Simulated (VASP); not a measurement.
The system is CsSnBr3.

```
Cs Sn Br
1.0
     5.84115    0.00000    0.00000
     0.00000    5.84115    0.00000
     0.00000    0.00000    5.84115
Cs Sn Br
1 1 3
Direct
  0.00000 0.00000 0.00000
  0.50000 0.50000 0.50000
  0.50000 0.50000 0.00000
  0.50000 0.00000 0.50000
  0.00000 0.50000 0.50000
```

Base run:

```yaml
Program: VASP 6.6.1
Functional: PBE
Potentials_or_basis: VASP PAW PBE potentials, release 64 (Cs_sv, Sn_d, Br)
Cutoff: 500 eV
k_mesh: 4 × 4 × 4
Occupations: gaussian, width 0.01 eV
Spin: no spin polarisation
```

Its results: band gap on the k mesh 0.50 eV; pressure 0.7 GPa.

The run is repeated on the same cell with these changes: functional from PBE to r2SCAN; cutoff from 500 eV to 550 eV. What comes out?

Band gap on the k mesh 0.69 eV; pressure 0.0 GPa.

Caveats: semilocal functionals underestimate gaps, and a narrow one can read as zero; spin-orbit coupling is left out, which moves the levels of the heavy elements; the PAW data sets were made with another functional, which shifts forces and pressure a little (at least some runs).

A k mesh can miss the band edges.
